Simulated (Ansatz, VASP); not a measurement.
# HfO2: VASP beside Ansatz

```
Hf O
1.0
     5.11800    0.00000    0.00000
     0.00000    5.18570    0.00000
    -0.85866    0.00000    5.21387
Hf O
4 8
Cartesian
  0.8021 2.3870 3.6914
  3.0279 4.9798 4.1294
  3.4573 2.7987 1.5224
  1.2314 0.2059 1.0845
  -0.3473 0.8733 4.4146
  4.1773 3.4661 3.4062
  4.6066 4.3124 0.7993
  0.0821 1.7196 1.8076
  1.4549 3.8473 5.1101
  2.3751 1.2544 2.7107
  2.8045 1.3384 0.1038
  1.8842 3.9313 2.5032
```

Alike in both runs: task single point; functional PBE; k mesh 5 × 5 × 5; occupations gaussian, width 0.015 eV; no spin polarisation.

```csv
,VASP,Ansatz
version,VASP 6.6.1,Ansatz 0.2.0
potentials or method,"VASP PAW PBE potentials, release 64 (Hf_pv, O)",Ansatz PAW
plane-wave cutoff (eV),520,420
valence electrons in the cell,88,152
```

Ansatz gave:

* gap on the k mesh at the Fermi level (eV): 4.21
* least direct gap on the mesh (eV): 4.27
* pressure (GPa): 5.9
* traceless stress, the component that is largest in VASP (GPa): -0.64
* rms of the force components (eV/Å): 0.186

Which values does VASP return?

gap on the k mesh at the Fermi level (eV): 4.16; least direct gap on the mesh (eV): 4.23; pressure (GPa): 2.7; traceless stress, the component that is largest in VASP (GPa): -0.68; rms of the force components (eV/Å): 0.169.

Atom by atom the forces differ by 0.034 eV/Å (rms over components). VASP's potentials hold 88 valence electrons a cell and Ansatz's 152, so a difference there can come from the potentials and not from the codes.

Neither program's run includes spin-orbit coupling. Noted on Ansatz's run: odd divisions of the mesh miss points on the zone boundary, where band edges often lie, so the gap on the mesh can be too wide.
